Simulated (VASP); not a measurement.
# TiO (P6_3/mmc) in VASP: notebook, part 2 of 2

VASP 6.6.1. The steps go on from the part before.

## (4) Single point, r2SCAN (10.54 Å³/atom)

POSCAR

```
TiO
1.0
    2.9199584902      0.0000000000      0.0000000000
   -1.4599792451      2.5287582305      0.0000000000
    0.0000000000      0.0000000000      5.7106509822
Ti O
2 2
Direct
    0.3333333333      0.6666666667      0.2500000000
    0.6666666667      0.3333333333      0.7500000000
    0.0000000000      0.0000000000      0.0000000000
    0.0000000000      0.0000000000      0.5000000000
```

INCAR.step1

```
ALGO = Normal
EDIFF = 1E-4
ENCUT = 520
GGA = PE
ISMEAR = 0
LASPH = True
LCHARG = False
LREAL = False
LWAVE = True
NBANDS = 26
NELM = 100
PREC = Accurate
SIGMA = 0.1
```

INCAR.step2

```
ALGO = Normal
EDIFF = 1E-6
ENCUT = 520
ISIF = 2
ISMEAR = 0
ISTART = 1
LASPH = True
LCHARG = True
LELF = True
LMIXTAU = True
LREAL = False
LVHAR = True
LWAVE = False
METAGGA = R2SCAN
NBANDS = 26
NELM = 100
PREC = Accurate
SIGMA = 0.1
```

KPOINTS

```
k-points
0
Gamma
  18 18 8
```

Potentials or basis: VASP PAW PBE potentials, release 64 (Ti_sv, O).

Run with:

```sh
> cat potpaw_PBE.64/Ti_sv/POTCAR potpaw_PBE.64/O/POTCAR > POTCAR
> cp INCAR.step1 INCAR
> mpirun -np 1 vasp_std > vasp.out
> cp INCAR.step2 INCAR
> mpirun -np 1 vasp_std > vasp.out
```

OUTCAR:

```text
EDIFF = 1E-6
   ENCUT = 520
   ISIF = 2
   ISMEAR = 0
   ISTART = 1
   LASPH = True
   LREAL = False
   METAGGA = R2SCAN
   NELM = 100
   PREC = Accurate

 ion  position               nearest neighbor table
   1  0.333  0.667  0.250-   3 2.21   4 2.21   3 2.21   4 2.21   3 2.21   4 2.21
   2  0.667  0.333  0.750-   3 2.21   4 2.21   3 2.21   4 2.21   3 2.21   4 2.21
   3  0.000  0.000  0.000-   1 2.21   2 2.21   1 2.21   2 2.21   2 2.21   1 2.21
   4  0.000  0.000  0.500-   1 2.21   2 2.21   1 2.21   2 2.21   2 2.21   1 2.21

  LATTYP: Found a hexagonal cell.
 ALAT       =     2.9199584902
 C/A-ratio  =     1.9557301932

  Lattice vectors:

 A1 = (   2.9199584902,   0.0000000000,   0.0000000000)
 A2 = (  -1.4599792451,   2.5287582305,   0.0000000000)
 A3 = (   0.0000000000,   0.0000000000,   5.7106509822)

Analysis of symmetry for initial positions (statically):
=====================================================================
 Subroutine PRICEL returns:
 Original cell was already a primitive cell.

 Routine SETGRP: Setting up the symmetry group for a
 hexagonal supercell.

 Subroutine GETGRP returns: Found 24 space group operations
 (whereof 12 operations were pure point group operations)
 out of a pool of 24 trial point group operations.

The static configuration has the point symmetry D_3d.
 The point group associated with its full space group is D_6h.

Analysis of symmetry for dynamics (positions and initial velocities):
=====================================================================
 Subroutine PRICEL returns:
 Original cell was already a primitive cell.

 Routine SETGRP: Setting up the symmetry group for a
 hexagonal supercell.

 Subroutine GETGRP returns: Found 24 space group operations
 (whereof 12 operations were pure point group operations)
 out of a pool of 24 trial point group operations.

The dynamic configuration has the point symmetry D_3d.
[... 123 lines left out ...]
     AMIX     =   0.40;   BMIX     =  1.00
     AMIX_MAG =   1.60;   BMIX_MAG =  1.00
  volume/ion in A,a.u.               =      10.54        71.14
  Fermi-wavevector in a.u.,A,eV,Ry     =   1.553051  2.934841 32.816821  2.411968
  Thomas-Fermi vector in A             =   2.657338
   LORBIT       =      0    0 simple, 1 ext, 2 COOP (PROOUT), +10 PAW based schemes
   METAGGA = R2SCAN    functional components
   LHFCALC =     F    Hartree Fock is set to
   AEXX    =    0.0000 exact exchange contribution
   IVDW    =     0    specifies the selected vdW correction
   LEPSILON=     F    determine dielectric tensor
   LRPA    =     F    only Hartree local field effects (RPA)
 non-spin polarized calculation
 Gauss-broadening in eV      SIGMA  =   0.10
  energy-cutoff  :      520.00
  volume of cell :       42.17
 maximum number of plane-waves:      1168
 NGX is ok and might be reduce to    24

 number of electron      35.9999995 magnetization

 Free energy of the ion-electron system (eV)
  ---------------------------------------------------
  ext. energy  EPLUGINS =         0.00000000
  ---------------------------------------------------
  free energy    TOTEN  =       -48.43811178 eV

  energy without entropy =      -48.43679313  energy(sigma->0) =      -48.43745246

 E-fermi :  10.3290     XC(G=0): -13.1430

 val. band max:       10.2913912004   @ k =   0.0000   0.0000   0.0000
 cond. band min:      10.3429811359   @ k =   0.0000   0.0000   0.1250
 fundamental gap:      0.0515899355
 Fermi energy:        10.3290396051

 k-point     1 :       0.0000    0.0000    0.0000
  band No.  band energies     occupation
      1     -49.9251      2.00000
      2     -49.8960      2.00000
      3     -25.4858      2.00000
      4     -25.1415      2.00000
      5     -24.8212      2.00000
      6     -24.8212      2.00000
[... 685 lines left out ...]
     25      13.5868      0.00000
     26      13.7486      0.00000

 [... further k-points ...]

------------------------ aborting loop because EDIFF is reached ----------------------------------------

  FORCE on cell =-STRESS in cart. coord.  units (eV):
  Direction    XX          YY          ZZ          XY          YZ          ZX
  --------------------------------------------------------------------------------------
  -------------------------------------------------------------------------------------
  Total       -4.7875087     -4.7875087     -4.6995636      0.0000000      0.0000000      0.0000000
  in kB     -181.9074781   -181.9074781   -178.5658926      0.0000000      0.0000000      0.0000000
  external PRESSURE =    -180.7936163 kB  Pullay stress =       0.0000000 kB

 VOLUME and BASIS-vectors are now :
 -----------------------------------------------------------------------------
  energy-cutoff  :      520.00
  volume of cell :       42.17
      direct lattice vectors                 reciprocal lattice vectors
     2.919958490  0.000000000  0.000000000     0.342470622  0.197725506  0.000000000
    -1.459979245  2.528758230  0.000000000     0.000000000  0.395451011  0.000000000
     0.000000000  0.000000000  5.710650982     0.000000000  0.000000000  0.175111385

 POSITION                                       TOTAL-FORCE (eV/Angst)
 -----------------------------------------------------------------------------------
     -0.00000      1.68584      1.42766         0.000000     -0.000000      0.000000
      1.45998      0.84292      4.28299        -0.000000      0.000000      0.000000
      0.00000      0.00000      0.00000        -0.000000      0.000000      0.000000
      0.00000      0.00000      2.85533        -0.000000      0.000000      0.000000
 -----------------------------------------------------------------------------------
    total drift:                                0.000000     -0.000000      0.000000

  FREE ENERGIE OF THE ION-ELECTRON SYSTEM (eV)
  ---------------------------------------------------
  free  energy   TOTEN  =       -48.4381117809 eV

  energy  without entropy=      -48.4367931331  energy(sigma->0) =      -48.43745246
```

OSZICAR.step1:

```text
N       E                     dE             d eps       ncg     rms          rms(c)
DAV:   1     0.443829149122E+03    0.44383E+03   -0.18307E+04  9628   0.172E+03
DAV:   2     0.167761965236E+02   -0.42705E+03   -0.41032E+03 10120   0.493E+02
DAV:   3    -0.375845717728E+02   -0.54361E+02   -0.53335E+02 13574   0.162E+02
DAV:   4    -0.415878555213E+02   -0.40033E+01   -0.39644E+01 13890   0.384E+01
DAV:   5    -0.417275278353E+02   -0.13967E+00   -0.13933E+00 12876   0.603E+00    0.191E+01
DAV:   6    -0.355223844100E+02    0.62051E+01   -0.38646E+01 13228   0.545E+01    0.674E+00
DAV:   7    -0.352083031489E+02    0.31408E+00   -0.36283E+00 11896   0.170E+01    0.456E+00
DAV:   8    -0.352360568042E+02   -0.27754E-01   -0.11976E+00 11262   0.819E+00    0.261E+00
DAV:   9    -0.351755197723E+02    0.60537E-01   -0.30306E-01 11094   0.433E+00    0.647E-01
DAV:  10    -0.351794644518E+02   -0.39447E-02   -0.23263E-02 12548   0.113E+00    0.315E-01
DAV:  11    -0.351783680235E+02    0.10964E-02   -0.76729E-03 10222   0.596E-01    0.688E-02
DAV:  12    -0.351783522085E+02    0.15815E-04   -0.22460E-04  8124   0.128E-01
   1 F= -.35178352E+02 E0= -.35176815E+02  d E =-.307382E-02
```

Wall time 9.1 min (1 thread of Intel Xeon Platinum 8488C (Sapphire Rapids), shared host); peak memory 0.29 GiB.

What came out:

```yaml
Free_energy: -48.4381 eV
Pressure: -18.1 GPa
Band_gap_on_the_k_mesh: zero (filled and empty bands touch)
```

Levels at points of the mesh, in eV from the Fermi level:
```csv
k point,band 15,band 16,band 17,band 18,band 19,band 20,band 21,band 22
"(0.00, 0.00, 0.00)",-5.28,-5.28,-1.97,-0.05,-0.05,-0.04,1.12,1.12
"(0.50, 0.00, 0.00)",-5.79,-5.50,-2.52,-0.12,0.92,1.64,1.86,2.17
"(0.00, 0.00, 0.50)",-5.53,-5.53,-0.62,-0.62,0.72,0.72,0.72,0.72
"(0.50, 0.00, 0.50)",-6.03,-6.03,-1.28,-1.28,1.91,1.91,2.12,2.12
```

Caveat: the cell stands under tension; the PAW data sets were made with another functional, which shifts forces and pressure a little; semilocal functionals often make such compounds metallic where correlation or magnetic order opens a gap, which also shifts bond lengths.

## (5) Single point, r2SCAN

This run uses another cell than the first one: it holds 4 atoms, not 8.

POSCAR

```
TiO
1.0
    2.8263326922      0.0000000000      0.0000000000
   -1.4131663461      2.4476759110      0.0000000000
    0.0000000000      0.0000000000      5.5411476709
Ti O
2 2
Direct
    0.3333333333      0.6666666667      0.2500000000
    0.6666666667      0.3333333333      0.7500000000
    0.0000000000      0.0000000000      0.0000000000
    0.0000000000      0.0000000000      0.5000000000
```

INCAR.step1

```
SYSTEM = TiO
PREC = Accurate
ENCUT = 910
ISMEAR = 0
SIGMA = 0.1
LREAL = .FALSE.
LASPH = .TRUE.
NELM = 120
NBANDS = 26
GGA = PE
ALGO = Normal
EDIFF = 1E-5
LWAVE = .TRUE.
LCHARG = .FALSE.
GGA_COMPAT = .FALSE.
```

INCAR.step2

```
SYSTEM = TiO
PREC = Accurate
ENCUT = 910
EDIFF = 1E-6
ISMEAR = 0
SIGMA = 0.1
LREAL = .FALSE.
LASPH = .TRUE.
NELM = 120
ALGO = Normal
ISIF = 2
LWAVE = .FALSE.
LCHARG = .TRUE.
METAGGA = R2SCAN
LMIXTAU = .TRUE.
LELF = .TRUE.
LVHAR = .TRUE.
NBANDS = 26
ISTART = 1
GGA_COMPAT = .FALSE.
```

KPOINTS

```
Automatic mesh
0
G
  18 18 8
  0 0 0
```

Potentials or basis: VASP PAW PBE potentials, release 64 (Ti_sv, O_h).

Run with:

```sh
> cat potpaw_PBE.64/Ti_sv/POTCAR potpaw_PBE.64/O_h/POTCAR > POTCAR
> cp INCAR.step1 INCAR
> mpirun -np 1 vasp_std > vasp.out
> cp INCAR.step2 INCAR
> mpirun -np 1 vasp_std > vasp.out
```

OUTCAR:

```text
SYSTEM = TiO
   PREC = Accurate
   ENCUT = 910
   EDIFF = 1E-6
   ISMEAR = 0
   LREAL = .FALSE.
   LASPH = .TRUE.
   NELM = 120
   ISIF = 2
   METAGGA = R2SCAN
   ISTART = 1

 ion  position               nearest neighbor table
   1  0.333  0.667  0.250-   3 2.14   4 2.14   3 2.14   4 2.14   3 2.14   4 2.14
   2  0.667  0.333  0.750-   3 2.14   4 2.14   3 2.14   4 2.14   3 2.14   4 2.14
   3  0.000  0.000  0.000-   1 2.14   2 2.14   2 2.14   1 2.14   2 2.14   1 2.14
   4  0.000  0.000  0.500-   1 2.14   2 2.14   2 2.14   1 2.14   2 2.14   1 2.14

  LATTYP: Found a hexagonal cell.
 ALAT       =     2.8263326922
 C/A-ratio  =     1.9605433169

  Lattice vectors:

 A1 = (   2.8263326922,   0.0000000000,   0.0000000000)
 A2 = (  -1.4131663461,   2.4476759110,   0.0000000000)
 A3 = (   0.0000000000,   0.0000000000,   5.5411476709)

Analysis of symmetry for initial positions (statically):
=====================================================================
 Subroutine PRICEL returns:
 Original cell was already a primitive cell.

 Routine SETGRP: Setting up the symmetry group for a
 hexagonal supercell.

 Subroutine GETGRP returns: Found 24 space group operations
[... 173 lines left out ...]

 val. band max:       12.0290286862   @ k =   0.0000   0.0000   0.0000
 cond. band min:      12.0907335550   @ k =   0.0556  -0.0000   0.1250
 fundamental gap:      0.0617048688
 Fermi energy:        12.0404088014

 k-point     1 :       0.0000    0.0000    0.0000
  band No.  band energies     occupation
      1     -48.1124      2.00000
      2     -48.0656      2.00000
      3     -23.8355      2.00000
      4     -23.3115      2.00000
      5     -22.9221      2.00000
      6     -22.9221      2.00000
[... 685 lines left out ...]
     25      15.7573      0.00000
     26      15.9375      0.00000

 [... further k-points ...]

------------------------ aborting loop because EDIFF is reached ----------------------------------------

  FORCE on cell =-STRESS in cart. coord.  units (eV):
  Direction    XX          YY          ZZ          XY          YZ          ZX
  --------------------------------------------------------------------------------------
  -------------------------------------------------------------------------------------
  Total        0.3411795      0.3411795      0.4550600      0.0000000      0.0000000     -0.0000000
  in kB       14.2599048     14.2599048     19.0196423      0.0000000      0.0000000     -0.0000000
  external PRESSURE =      15.8464840 kB  Pullay stress =       0.0000000 kB

 VOLUME and BASIS-vectors are now :
 -----------------------------------------------------------------------------
  energy-cutoff  :      910.00
  volume of cell :       38.33
      direct lattice vectors                 reciprocal lattice vectors
     2.826332692  0.000000000  0.000000000     0.353815389  0.204275410  0.000000000
    -1.413166346  2.447675911  0.000000000     0.000000000  0.408550820  0.000000000
     0.000000000  0.000000000  5.541147671     0.000000000  0.000000000  0.180468029

 POSITION                                       TOTAL-FORCE (eV/Angst)
 -----------------------------------------------------------------------------------
     -0.00000      1.63178      1.38529        -0.000000     -0.000000      0.000000
      1.41317      0.81589      4.15586         0.000000      0.000000      0.000000
      0.00000      0.00000      0.00000         0.000000     -0.000000      0.000000
      0.00000      0.00000      2.77057         0.000000     -0.000000      0.000000
 -----------------------------------------------------------------------------------
    total drift:                               -0.000000      0.000000     -0.000000

  FREE ENERGIE OF THE ION-ELECTRON SYSTEM (eV)
  ---------------------------------------------------
  free  energy   TOTEN  =       -48.6701435095 eV

  energy  without entropy=      -48.6685663251  energy(sigma->0) =      -48.66935492
```

OUTCAR.step1:

```text
SYSTEM = TiO
   PREC = Accurate
   ENCUT = 910
   ISMEAR = 0
   LREAL = .FALSE.
   LASPH = .TRUE.
   NELM = 120
[... 927 lines left out ...]
      1.41317      0.81589      4.15586         0.000000      0.000000      0.000000
      0.00000      0.00000      0.00000        -0.000000      0.000000      0.000000
      0.00000      0.00000      2.77057        -0.000000      0.000000      0.000000
 -----------------------------------------------------------------------------------
    total drift:                               -0.000000      0.000000     -0.000000

  FREE ENERGIE OF THE ION-ELECTRON SYSTEM (eV)
  ---------------------------------------------------
  free  energy   TOTEN  =       -35.3226969912 eV

  energy  without entropy=      -35.3195111211  energy(sigma->0) =      -35.32110406
```

OSZICAR.step1:

```text
N       E                     dE             d eps       ncg     rms          rms(c)
DAV:   1     0.561760367311E+03    0.56176E+03   -0.25914E+04  9636   0.258E+03
DAV:   2     0.611508954917E+02   -0.50061E+03   -0.47943E+03  9938   0.622E+02
DAV:   3    -0.339440780915E+02   -0.95095E+02   -0.91183E+02 15734   0.206E+02
DAV:   4    -0.410686905376E+02   -0.71246E+01   -0.69956E+01 11814   0.553E+01
DAV:   5    -0.413923246749E+02   -0.32363E+00   -0.32336E+00 14544   0.113E+01    0.212E+01
DAV:   6    -0.354478092991E+02    0.59445E+01   -0.31334E+01 14228   0.547E+01    0.716E+00
DAV:   7    -0.353348541976E+02    0.11296E+00   -0.30649E+00 11126   0.146E+01    0.543E+00
DAV:   8    -0.354200865755E+02   -0.85232E-01   -0.15244E+00 11882   0.916E+00    0.404E+00
DAV:   9    -0.353213998959E+02    0.98687E-01   -0.36064E-01 11144   0.480E+00    0.600E-01
DAV:  10    -0.353245553106E+02   -0.31554E-02   -0.58392E-02 14142   0.170E+00    0.540E-01
DAV:  11    -0.353227098530E+02    0.18455E-02   -0.11380E-02 10946   0.740E-01    0.674E-02
DAV:  12    -0.353227059297E+02    0.39233E-05   -0.54554E-04 10930   0.215E-01    0.459E-02
DAV:  13    -0.353226969912E+02    0.89385E-05   -0.18379E-05  9172   0.355E-02
   1 F= -.35322697E+02 E0= -.35321104E+02  d E =-.318587E-02
```

Wall time 25 min (1 thread of Intel Xeon Platinum 8488C (Sapphire Rapids), shared host); peak memory 0.47 GiB.

Results:

| Quantity | Value |
| --- | --- |
| Free energy | -48.6701 eV |
| Pressure | 1.6 GPa |
| Band gap on the k mesh | zero (bands 18 and 19 overlap by 0.04 eV) |

Caveat: the cutoff is under 1.25 times the usual one of these potentials, so pressure, stress and relaxed cells hold a basis-set (Pulay) error; the PAW data sets were made with another functional, which shifts forces and pressure a little; semilocal functionals often make such compounds metallic where correlation or magnetic order opens a gap, which also shifts bond lengths.

## (6) Overview

| potentials or basis | cell | k mesh | cutoff (eV) | smearing | gap on the mesh (eV) | pressure (GPa) |
| --- | --- | --- | --- | --- | --- | --- |
| VASP PAW PBE potentials, release 64 (Ti_sv, O) | a = 2.826, b = 2.826, c = 11.082 Å, angles 90.0, 90.0, 120.0°, 8 atoms, atomic positions A | 19 × 19 × 5 | 660 | gaussian 0.15 eV | none | 1.7 |
| VASP PAW PBE potentials, release 64 (Ti_sv, O_h) | a = 2.797, b = 2.797, c = 5.490 Å, angles 90.0, 90.0, 120.0°, 4 atoms, atomic positions B | 18 × 18 × 8 | 910 | gaussian 0.1 eV | none | 9.9 |
| VASP PAW PBE potentials, release 64 (Ti_sv, O) | a = 2.920, b = 2.920, c = 5.711 Å, angles 90.0, 90.0, 120.0°, 4 atoms, atomic positions B | 18 × 18 × 8 | 520 | gaussian 0.1 eV | none | -18.1 |
| VASP PAW PBE potentials, release 64 (Ti_sv, O_h) | a = 2.826, b = 2.826, c = 5.541 Å, angles 90.0, 90.0, 120.0°, 4 atoms, atomic positions B | 18 × 18 × 8 | 910 | gaussian 0.1 eV | none | 1.6 |

Alike in all rows: task single point; level r2SCAN; no spin polarisation.

Caveats: the PAW data sets were made with another functional, which shifts forces and pressure a little; semilocal functionals often make such compounds metallic where correlation or magnetic order opens a gap, which also shifts bond lengths; the cutoff is under 1.25 times the usual one of these potentials, so pressure, stress and relaxed cells hold a basis-set (Pulay) error (at least some runs); the cell stands under pressure (at least some runs); the cell stands under tension (at least some runs).

Absolute energies hang on the potentials; compare differences alone.
